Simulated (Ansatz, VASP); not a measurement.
## MoSe in VASP and in Ansatz

```
Mo Se
1.0
     0.00000    2.83929    2.83929
     2.83929    0.00000    2.83929
     2.83929    2.83929    0.00000
Mo Se
1 1
Direct
  0.00000 0.00000 0.00000
  0.25000 0.25000 0.25000
```

Alike in both runs: task single point; functional PBE; k mesh 12 × 12 × 12; occupations gaussian, width 0.05 eV; no spin polarisation; Hubbard terms Mo d U = 4.0 eV.

```csv
,VASP,Ansatz
version,VASP 6.6.1,Ansatz 0.2.0
potentials or method,"VASP PAW PBE potentials, release 64 (Mo_sv, Se), cutoff 520 eV","scalar-relativistic, plane waves, PAW"
valence electrons in the cell,20,30
```

VASP gave:

| Property | Result |
| --- | --- |
| pressure (GPa) | 3.7 |

**Question.** Which values does Ansatz return?

**Answer.** Pressure (GPa): 9.0.

The programs project onto different local orbitals, so the same U acts differently, and such runs can settle in different states. VASP's potentials hold 20 valence electrons a cell and Ansatz's 30, so a difference there can come from the potentials and not from the codes. Ansatz's warnings: filled band counts differ across k points.
